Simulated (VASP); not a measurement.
A run of VASP 6.6.1 is set up as follows.

INCAR

```
SYSTEM = Si2Br3
PREC     = Accurate       ! precision mode
ENCUT    = 520            ! plane-wave cutoff, eV
EDIFF    = 1E-7           ! SCF threshold, eV
ISMEAR   = 0              ! smearing method
SIGMA    = 0.1            ! smearing width, eV
LREAL    = .FALSE.        ! projectors in reciprocal space
LASPH    = .TRUE.         ! aspherical terms in the spheres
NELM     = 80             ! most SCF steps
ALGO     = Normal         ! electronic algorithm
ISIF     = 2              ! what is computed and relaxed
LWAVE    = .FALSE.        ! write WAVECAR
LCHARG   = .FALSE.        ! write CHGCAR
GGA      = PE             ! functional
IVDW     = 12             ! dispersion correction
NBANDS   = 22             ! bands
```

KPOINTS

```
regular mesh
0
G
  12 12 4
  0 0 0
```

Contents of POSCAR:

```
Si2Br3
1.0
    4.2912779193      0.0000000000      0.0000000000
   -2.1456389596      3.7163556928      0.0000000000
    0.0000000000      0.0000000000      8.9112875450
Si Br
2 3
Direct
    0.3333333333      0.6666666667      0.8109983676
    0.6666666667      0.3333333333      0.1890016324
    0.6666666667      0.3333333333      0.6682677632
    0.0000000000      0.0000000000      0.0000000000
    0.3333333333      0.6666666667      0.3317322368
```

Potentials or basis: VASP PAW PBE potentials, release 64 (Si, Br).

Command:

```bash
$ cat potpaw_PBE.64/Si/POTCAR potpaw_PBE.64/Br/POTCAR > POTCAR
$ mpirun -np 1 vasp_std > vasp.out
```

Q: Estimate the dispersion energy per atom.

A: -0.270 eV.

Q: Estimate the band gap on the k mesh.

A: Zero (an odd number of electrons rules out a gap without spin polarisation).

Caveat: an odd number of electrons without spin polarisation forces a metal; a magnetic or distorted state may lie lower.
